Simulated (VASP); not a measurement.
# Cs4Rb8Mo4F23 (a cell with a defect) in VASP: a series of runs

Cs4Rb8Mo4F23 (a cell with a defect) is run at these levels: PBEsol; tasks: single point.

Program: VASP 6.6.1. These are calculated values, not measurements. Logs are shortened: lines on timing, memory, paths and dates and some standing lists are left out, and cuts for length are marked.

### 1 The cell of the first run

The cell holds a defect, 39 atoms: a = 9.928 Å, b = 9.928 Å, c = 9.928 Å, α = 90.00°, β = 90.00°, γ = 90.00°.

### 2 Single point, PBEsol

The input, INCAR:

```
SYSTEM = Cs4Rb8Mo4F23
PREC = Accurate
ENCUT = 520
EDIFF = 1E-6
ISMEAR = -1
SIGMA = 0.05
LREAL = Auto
LASPH = .TRUE.
NELM = 60
ALGO = Normal
ISIF = 2
LWAVE = .FALSE.
LCHARG = .FALSE.
GGA = PS
NBANDS = 188
```

The input, KPOINTS:

```
regular mesh
0
G
  1 1 1
  0 0 0
```

The input, POSCAR:

```
Cs4Rb8Mo4F23
1.0
    9.9284620000      0.0000000000      0.0000000000
    0.0000000000      9.9284620000      0.0000000000
    0.0000000000      0.0000000000      9.9284620000
Cs Rb Mo F
4 8 4 23
Direct
    0.5059293171      0.4770023796      0.5170085760
    0.0131843180      0.0096087390      0.4871952977
   -0.0034547143      0.5172402332     -0.0000100721
    0.4760656787     -0.0086720380      0.0309614923
    0.2758433280      0.2920694061      0.2561121753
    0.7612155840      0.7559479001      0.7795567934
    0.7448283531      0.7695552443      0.2445091697
    0.2241434776      0.2502401681      0.7606414770
    0.6963314157      0.2381738481      0.7525032578
    0.2549438171      0.7698171177      0.2300658450
    0.2669497048      0.7487765980      0.7602587390
    0.7693135150      0.2585496122      0.2232772810
    0.0029813278     -0.0043511271     -0.0022762841
    0.5044487253      0.5023134500     -0.0050360267
    0.4927047110     -0.0013697993      0.4930270167
   -0.0011985744      0.4967738206      0.5066142168
    0.4954543816      0.4703145361      0.2036770650
    0.7975354088      0.4781405217      0.5161725955
    0.5211985502      0.5373641960      0.8011512760
    0.4660540575      0.2024382024      0.4364522924
    0.5416951790      0.7747322798      0.4747059514
    0.1996381716      0.5061307582      0.5128991781
    0.0428263713     -0.0375284712      0.1983489487
    0.2961485878     -0.0105857282      0.5466909175
   -0.0189556046     -0.0147555583      0.7922677249
   -0.0029913999      0.6949011841      0.4865305422
    0.0043511271      0.2829642698      0.5172200891
    0.6993228156      0.0030518322      0.4811017054
    0.0105555120      0.4669403982      0.7078236287
    0.2892995914      0.5060602538     -0.0196203601
    0.0006546835      0.5185999604      0.2965615420
   -0.0284334069      0.2009777547      0.0353226915
   -0.0033539938      0.7966893563     -0.0098706124
    0.7120136029      0.4770225237     -0.0117440143
    0.5327713396      0.0540969991      0.6977012150
    0.7947152338     -0.0099310447     -0.0278794440
    0.4976601613     -0.0348090167      0.2984550880
    0.4764786328      0.7169891973      0.0136476324
    0.5041969240      0.2979011251     -0.0332478485
```

Potentials or basis: VASP PAW PBE potentials, release 64 (Cs_sv, Rb_sv, Mo_sv, F).

Run with:

```sh
cat potpaw_PBE.64/Cs_sv/POTCAR potpaw_PBE.64/Rb_sv/POTCAR potpaw_PBE.64/Mo_sv/POTCAR potpaw_PBE.64/F/POTCAR > POTCAR
mpirun -np 1 vasp_gam > vasp.out
```

OUTCAR:

```text
SYSTEM = Cs4Rb8Mo4F23
   PREC = Accurate
   ENCUT = 520
   EDIFF = 1E-6
   ISMEAR = -1
   LREAL = Auto
   LASPH = .TRUE.
   NELM = 60
   ISIF = 2
   GGA = PS

 ion  position               nearest neighbor table
   1  0.506  0.477  0.517-   9 3.83   5 3.91  11 4.33   8 4.33  12 4.48
   2  0.013  0.010  0.487-   8 4.18  10 4.24   7 4.31  12 4.34   5 4.46
   3  0.997  0.517  1.000-   6 3.98  12 4.07   8 4.22  10 4.25  11 4.26   7 4.29   5 4.38
   4  0.476  0.991  0.031-  10 3.68   7 4.06  11 4.16   5 4.23   9 4.29  12 4.38   6 4.44   8 4.48

   5  0.276  0.292  0.256-  20 2.75  17 2.86  22 3.40  30 3.47  31 3.56  39 3.66  27 3.74  32 3.84
                             1 3.91  14 4.03   4 4.23  16 4.23  15 4.32   3 4.38   2 4.46  10 4.75
   6  0.761  0.756  0.780-  36 3.03  25 3.16  33 3.16  19 3.23  34 3.49  38 3.68  21 3.73  26 3.78
                            35 3.82  18 3.82   3 3.98  13 4.01  14 4.17  16 4.42   4 4.44  15 4.58
   7  0.745  0.770  0.245-  21 3.05  37 3.18  28 3.33  36 3.51  26 3.55  38 3.55  23 3.55  33 3.56
                            31 3.60   4 4.06  15 4.19  13 4.20   3 4.29   2 4.31  14 4.34  16 4.52
   8  0.224  0.250  0.761-  29 3.07  27 3.27  30 3.41  24 3.42  39 3.48  22 3.54  25 3.58  35 3.68
                            32 3.74  13 4.09  16 4.17   2 4.18   3 4.22   1 4.33  14 4.41   4 4.48
   9  0.696  0.238  0.753-  35 2.50  39 2.92  34 3.34  36 3.43  19 3.48  18 3.49  28 3.57  25 3.80
                             1 3.83  14 4.04  15 4.05   4 4.29  13 4.58  16 4.64   8 4.69  12 4.73
  10  0.255  0.770  0.230-  23 2.86  38 3.12  37 3.17  33 3.51  31 3.61  30 3.62   4 3.68  26 3.69
                            21 3.74  17 3.82  24 3.85  13 4.08  15 4.19   2 4.24   3 4.25  14 4.32
  11  0.267  0.749  0.760-  24 3.21  30 3.26  38 3.28  19 3.31  22 3.50  33 3.55  25 3.70  29 3.82
                            26 3.85  14 4.12   4 4.16   3 4.26  15 4.27  13 4.29   1 4.33  16 4.44
  12  0.769  0.259  0.223-  32 2.80  34 3.24  17 3.44  31 3.53  18 3.65  36 3.66  28 3.67  39 3.68
                            20 3.72  27 3.74   3 4.07  13 4.15  14 4.23  16 4.32   2 4.34   4 4.38
  13  0.003  0.996  0.998-  33 1.98  25 2.05  23 2.06  36 2.08  32 2.10   6 4.01  10 4.08   8 4.09
                            12 4.15   7 4.20  11 4.29   9 4.58
  14  0.504  0.502  0.995-  19 1.96  39 2.05  34 2.08  17 2.10  30 2.14  38 2.16   5 4.03   9 4.04
                            11 4.12   6 4.17  12 4.23  10 4.32   7 4.34   8 4.41
  15  0.493  0.999  0.493-  37 1.96  24 2.02  28 2.06  20 2.12  35 2.14  21 2.28   9 4.05   7 4.19
                            10 4.19  11 4.27   5 4.32   8 4.52   6 4.58  12 4.62
  16  0.999  0.497  0.507-  26 1.98  22 2.00  18 2.01  29 2.02  31 2.10  27 2.13   8 4.17   5 4.23
                            12 4.32   6 4.42  11 4.44   7 4.52  10 4.62   9 4.64
  17  0.495  0.470  0.204-  14 2.10   5 2.86  12 3.44  10 3.82
  18  0.798  0.478  0.516-  16 2.01   9 3.49  12 3.65   6 3.82
  19  0.521  0.537  0.801-  14 1.96   6 3.23  11 3.31   9 3.48
  20  0.466  0.202  0.436-  15 2.12   5 2.75  12 3.72
  21  0.542  0.775  0.475-  15 2.28   7 3.05   6 3.73  10 3.74
  22  0.200  0.506  0.513-  16 2.00   5 3.40  11 3.50   8 3.54
  23  0.043  0.962  0.198-  13 2.06  10 2.86   7 3.55
  24  0.296  0.989  0.547-  15 2.02  11 3.21   8 3.42  10 3.85
  25  0.981  0.985  0.792-  13 2.05   6 3.16   8 3.58  11 3.70   9 3.80
  26  0.997  0.695  0.487-  16 1.98   7 3.55  10 3.69   6 3.78  11 3.85
  27  0.004  0.283  0.517-  16 2.13   8 3.27   5 3.74  12 3.74
  28  0.699  0.003  0.481-  15 2.06   7 3.33   9 3.57  12 3.67
  29  0.011  0.467  0.708-  16 2.02   8 3.07  11 3.82
  30  0.289  0.506  0.980-  14 2.14  11 3.26   8 3.41   5 3.47  10 3.62
  31  0.001  0.519  0.297-  16 2.10  12 3.53   5 3.56   7 3.60  10 3.61
  32  0.972  0.201  0.035-  13 2.10  12 2.80   8 3.74   5 3.84
  33  0.997  0.797  0.990-  13 1.98   6 3.16  10 3.51  11 3.55   7 3.56
  34  0.712  0.477  0.988-  14 2.08  12 3.24   9 3.34   6 3.49
  35  0.533  0.054  0.698-  15 2.14   9 2.50   8 3.68   6 3.82
  36  0.795  0.990  0.972-  13 2.08   6 3.03   9 3.43   7 3.51  12 3.66
  37  0.498  0.965  0.298-  15 1.96  10 3.17   7 3.18
  38  0.476  0.717  0.014-  14 2.16  10 3.12  11 3.28   7 3.55   6 3.68
  39  0.504  0.298  0.967-  14 2.05   9 2.92   8 3.48   5 3.66  12 3.68

  LATTYP: Found a simple cubic cell.
 ALAT       =     9.9284620000

  Lattice vectors:

 A1 = (   9.9284620000,   0.0000000000,   0.0000000000)
 A2 = (   0.0000000000,   9.9284620000,   0.0000000000)
 A3 = (   0.0000000000,   0.0000000000,   9.9284620000)

Analysis of symmetry for initial positions (statically):
=====================================================================
 Subroutine PRICEL returns:
 Original cell was already a primitive cell.

 Routine SETGRP: Setting up the symmetry group for a
 simple cubic supercell.

 Subroutine GETGRP returns: Found  1 space group operations
 (whereof  1 operations were pure point group operations)
 out of a pool of 48 trial point group operations.

The static configuration has the point symmetry C_1 .

Analysis of symmetry for dynamics (positions and initial velocities):
[... 125 lines left out ...]
     0.100720535  0.000000000  0.000000000     1.000000000  0.000000000  0.000000000
     0.000000000  0.100720535  0.000000000     0.000000000  1.000000000  0.000000000
     0.000000000  0.000000000  0.100720535     0.000000000  0.000000000  1.000000000

  Length of vectors
     0.100720535  0.100720535  0.100720535

  Shift w.r.t. Gamma in fractional coordinates (k-lattice)
     0.000000000  0.000000000  0.000000000

 Subroutine IBZKPT returns following result:
 ===========================================

 Found      1 irreducible k-points:

 Following reciprocal coordinates:
            Coordinates               Weight
  0.000000  0.000000  0.000000      1.000000
   k-points           NKPTS =      1   k-points in BZ     NKDIM =      1   number of bands    NBANDS=    188
   number of dos      NEDOS =    301   number of ions     NIONS =     39
   total plane-waves  NPLWV = 512000
   dimension x,y,z NGX =    80 NGY =   80 NGZ =   80
   dimension x,y,z NGXF=   160 NGYF=  160 NGZF=  160
   ions per type =               4   8   4  23
   NGX,Y,Z   is equivalent  to a cutoff of  13.40, 13.40, 13.40 a.u.
   NGXF,Y,Z  is equivalent  to a cutoff of  26.79, 26.79, 26.79 a.u.
 SYSTEM =  Cs4Rb8Mo4F23
   PREC   = accura    normal or accurate (medium, high low for compatibility)
   ISTART =      0    job   : 0-new  1-cont  2-samecut
   ICHARG =      2    charge: 1-file 2-atom 10-const
   ISPIN  =      1    spin polarized calculation?
   LNONCOLLINEAR =      F non collinear calculations
   LSORBIT =      F    spin-orbit coupling
   LASPH  =      T    aspherical Exc in radial PAW
   ENCUT  =  520.0 eV  38.22 Ry    6.18 a.u.  18.46 18.46 18.46*2*pi/ulx,y,z
   NELM   =     60;   NELMIN=  2; NELMDL= -5     # of ELM steps
   EDIFF  = 0.1E-05   stopping-criterion for ELM
   LREAL  =      T    real-space projection
   EDIFFG = 0.1E-04   stopping-criterion for IOM
   NSW    =      0    number of steps for IOM
   IBRION =     -1    ionic relax: 0-MD 1-quasi-New 2-CG
   NFREE  =      0    steps in history (QN), initial steepest desc. (CG)
   ISIF   =      2    stress and relaxation
   ISYM   =      2    0-nonsym 1-usesym 2-fastsym
   POTIM  = 0.5000    time-step for ionic-motion
   TEBEG  =    0.0;   TEEND  =   0.0 temperature during run
   PSTRESS=    0.0 pullay stress
   NELECT =     325.0000    total number of electrons
   NUPDOWN=      -1.0000    fix difference up-down
   EMIN   =  10.00;   EMAX   =-10.00  energy-range for DOS
   EFERMI =   0.00;   METHOD = LEGACY
   ISMEAR =    -1;   SIGMA  =   0.05  broadening in eV -4-tet -1-fermi 0-gaus
   EFERMI_NEDOS =   21; number of points for ismear=-14 and -15
   IALGO  =     38    algorithm
   IMIX   =      4    mixing-type and parameters
     AMIX     =   0.40;   BMIX     =  1.00
     AMIX_MAG =   1.60;   BMIX_MAG =  1.00
  volume/ion in A,a.u.               =      25.09       169.35
  Fermi-wavevector in a.u.,A,eV,Ry     =   1.133672  2.142329 17.486364  1.285212
  Thomas-Fermi vector in A             =   2.270375
   LORBIT       =      0    0 simple, 1 ext, 2 COOP (PROOUT), +10 PAW based schemes
   GGA     = PS    functional components
   LHFCALC =     F    Hartree Fock is set to
   AEXX    =    0.0000 exact exchange contribution
   IVDW    =     0    specifies the selected vdW correction
   LEPSILON=     F    determine dielectric tensor
   LRPA    =     F    only Hartree local field effects (RPA)
 non-spin polarized calculation
  energy-cutoff  :      520.00
  volume of cell :      978.69
 maximum number of plane-waves:     13097
 NGX is ok and might be reduce to    80
   NGX = 37   NGY = 37   NGZ = 37

 number of electron     325.0000018 magnetization

 Free energy of the ion-electron system (eV)
  ---------------------------------------------------
  ext. energy  EPLUGINS =         0.00000000
  ---------------------------------------------------
  free energy    TOTEN  =      -191.93861739 eV

  energy without entropy =     -191.21557726  energy(sigma->0) =     -191.57709733

 E-fermi :   2.2710     XC(G=0):  -7.8049

 val. band max:        2.2600396233   @ k =   0.0000   0.0000   0.0000
 cond. band min:       2.2839362764   @ k =   0.0000   0.0000   0.0000
 fundamental gap:      0.0238966531
 Fermi energy:         2.2709923227

 k-point     1 :       0.0000    0.0000    0.0000
  band No.  band energies     occupation
      1     -60.2022      2.00000
      2     -60.0233      2.00000
      3     -59.9324      2.00000
      4     -59.8921      2.00000
      5     -34.5633      2.00000
      6     -34.5080      2.00000
[... 166 lines left out ...]
    173       4.1810      0.00000
    174       4.2389      0.00000
 [bands above 174 left out]

------------------------ aborting loop because EDIFF is reached ----------------------------------------

  FORCE on cell =-STRESS in cart. coord.  units (eV):
  Direction    XX          YY          ZZ          XY          YZ          ZX
  --------------------------------------------------------------------------------------
  -------------------------------------------------------------------------------------
  Total      -16.2940400    -17.1337410    -15.9990292      1.9431728      0.3103929      0.4533509
  in kB      -26.6743243    -28.0489654    -26.1913739      3.1810908      0.5081319      0.7421627
  external PRESSURE =     -26.9715545 kB  Pullay stress =       0.0000000 kB

 VOLUME and BASIS-vectors are now :
 -----------------------------------------------------------------------------
  energy-cutoff  :      520.00
  volume of cell :      978.69
      direct lattice vectors                 reciprocal lattice vectors
     9.928462000  0.000000000  0.000000000     0.100720535  0.000000000  0.000000000
     0.000000000  9.928462000  0.000000000     0.000000000  0.100720535  0.000000000
     0.000000000  0.000000000  9.928462000     0.000000000  0.000000000  0.100720535

 POSITION                                       TOTAL-FORCE (eV/Angst)
 -----------------------------------------------------------------------------------
      5.02310      4.73590      5.13310         0.020991      0.386046     -0.190914
      0.13090      0.09540      4.83710        -0.237901     -0.221016      0.175449
      9.89416      5.13540      9.92836         0.094989     -0.345704      0.007021
      4.72660      9.84236      0.30740         0.256180      0.493475     -0.641963
      2.73870      2.89980      2.54280        -0.061156      0.171483     -0.049521
      7.55770      7.50540      7.73980        -0.015559      0.212419     -0.087162
[... 31 lines left out ...]
      4.73070      7.11860      0.13550         0.185807     -0.744154      0.025528
      5.00590      2.95770      9.59836         0.064520      0.138337      0.046101
 -----------------------------------------------------------------------------------
    total drift:                                0.000825      0.009708      0.004708

  FREE ENERGIE OF THE ION-ELECTRON SYSTEM (eV)
  ---------------------------------------------------
  free  energy   TOTEN  =      -191.9386173924 eV

  energy  without entropy=     -191.2155772616  energy(sigma->0) =     -191.57709733
```

Wall time 12 min (1 thread of AMD EPYC 7R13 (Zen 3), shared host); peak memory 0.97 GiB.

Results:

```
Free energy            : -191.9386 eV
Pressure               : -2.7 GPa
Largest force          : 1.850 eV/Å
Band gap on the k mesh : zero (an odd number of electrons rules out a gap without spin polarisation)
```

Forces on the atoms (eV/Å):
```
Cs   0.021  0.386 -0.191
Cs  -0.238 -0.221  0.175
Cs   0.095 -0.346  0.007
Cs   0.256  0.493 -0.642
Rb  -0.061  0.171 -0.050
Rb  -0.016  0.212 -0.087
Rb  -0.112  0.027  0.334
Rb  -0.168  0.011 -0.021
Rb   0.504  0.173  0.263
Rb  -0.032 -0.229  0.125
Rb   0.001 -0.062 -0.029
Rb  -0.040  0.130 -0.057
Mo  -0.285  0.763  0.289
Mo  -0.730  0.072  0.927
Mo   1.600 -0.578  0.728
Mo   0.024 -1.101 -0.359
F   -0.050  0.015 -0.552
F    0.154  0.043 -0.129
F   -0.058  0.154 -0.667
F   -0.043 -0.473  0.420
F   -0.421  0.856  0.474
F    0.211 -0.062 -0.119
F   -0.039  0.215 -0.600
F    0.150 -0.013 -0.070
F    0.124  0.160  0.363
F   -0.108  0.376  0.299
F    0.115  0.870 -0.220
F   -0.390  0.233 -0.223
F   -0.013  0.277  0.048
F    0.757  0.032  0.112
F   -0.087 -0.325  0.412
F    0.218 -0.592 -0.027
F    0.072 -0.512 -0.046
F   -0.362  0.152  0.220
F   -0.699 -0.528 -0.697
F   -0.345 -0.072  0.064
F   -0.257 -0.106 -0.549
F    0.186 -0.744  0.026
F    0.065  0.138  0.046
```

Caveat: the k points lie up to 0.63 Å⁻¹ apart, too coarse for converged energies and pressures of a metal; the PAW data sets were made with another functional, which shifts forces and pressure a little; spin-orbit coupling is left out, which moves the levels of the heavy elements; an odd number of electrons without spin polarisation forces a metal; a magnetic or distorted state may lie lower.

(Part 1 of 2 ends here.)

The gap in the log of VASP goes by the Fermi energy; the results here count the filled bands.